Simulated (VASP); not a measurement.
SnTe (rocksalt type), 2 atoms in the cell. It takes space group Fm-3m (No. 225, cubic). Conventional cell: a = 6.409 Å, b = 6.409 Å, c = 6.409 Å, α = 90.00°, β = 90.00°, γ = 90.00°. Within 4.2 Å of Sn (site symmetry m-3m) lie 6 Te at 3.20 Å. Te (site symmetry m-3m) has 6 Sn at 3.20 Å within 4.2 Å. 

```yaml
Program: VASP 6.6.1
Task: relaxation of cell and atoms
Functional: PBE
Potentials_or_basis: VASP PAW PBE potentials, release 64 (Sn_d, Te)
Cutoff: 600 eV
k_mesh: 12 × 12 × 12
Occupations: fermi-dirac, width 0.05 eV
Spin: no spin polarisation
Target_pressure: 0.015 GPa
Dipole_correction: no
Further_INCAR_settings: ALGO = Normal; EDIFF = 1e-06; IBRION = 2; EDIFFG = -0.005; NSW = 32; ISIF = 3
```

Potentials or basis: VASP PAW PBE potentials, release 64 (Sn_d, Te).

The run is started by

```bash
$ cat potpaw_PBE.64/Sn_d/POTCAR potpaw_PBE.64/Te/POTCAR > POTCAR
$ mpirun -np 1 vasp_std > vasp.out
```

Hardware: 1 thread of Intel(R) Xeon(R) 6975P-C (Granite Rapids) (shared host).

**Question.** Estimate the wall time of this run.

**Answer.** Wall time 44 s on 1 thread of Intel(R) Xeon(R) 6975P-C (Granite Rapids), on a shared host, peak memory 0.27 GiB. Counts: scf iterations 22, k points 72, ion steps 3.
